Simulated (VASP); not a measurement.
Write the native input for VASP 6.6.1 that does the following.

```yaml
Task: single point
Functional: PBE
Potentials_or_basis: VASP PAW PBE potentials, release 64 (Ti_sv, O)
Cutoff: 520 eV
k_mesh: 10 × 10 × 10
Occupations: gaussian, width 0.02 eV
Spin: no spin polarisation
Dipole_correction: no
Further_INCAR_settings: ALGO = Normal; EDIFF = 1e-07; NBANDS = 33
```

The structure of TiO2 lies in POSCAR:

```
TiO2
1.0
   -1.8996067547      1.8996067547      4.8485112305
    1.8996067547     -1.8996067547      4.8485112305
    1.8996067547      1.8996067547     -4.8485112305
Ti O
2 4
Direct
    0.0000000000      0.0000000000      0.0000000000
    0.7500000000      0.2500000000      0.5000000000
    0.2064951512      0.2064951512      0.0000000000
    0.9564951512      0.4564951512      0.5000000000
    0.5435048488      0.0435048488      0.5000000000
    0.7935048488      0.7935048488      0.0000000000
```

The input as run:

INCAR

```
SYSTEM = TiO2
PREC = Accurate
ENCUT = 520
EDIFF = 1E-7
ISMEAR = 0
SIGMA = 0.02
LREAL = .FALSE.
LASPH = .TRUE.
NELM = 80
ALGO = Normal
ISIF = 2
LWAVE = .FALSE.
LCHARG = .TRUE.
GGA = PE
LELF = .TRUE.
LVHAR = .TRUE.
NBANDS = 33
```

KPOINTS

```
Automatic mesh
0
G
  10 10 10
  0 0 0
```

Potentials or basis: VASP PAW PBE potentials, release 64 (Ti_sv, O).

Run with:

```sh
$ cat potpaw_PBE.64/Ti_sv/POTCAR potpaw_PBE.64/O/POTCAR > POTCAR
$ mpirun -np 1 vasp_std > vasp.out
```

It gave:

```
Pressure               : 0.7 GPa
Largest force          : 0.019 eV/Å
Band gap on the k mesh : 2.11 eV, indirect (least direct gap 2.41 eV)
```

Wall time 17 min on 1 thread of AMD EPYC 7R13, on a shared host, peak memory 0.34 GiB.
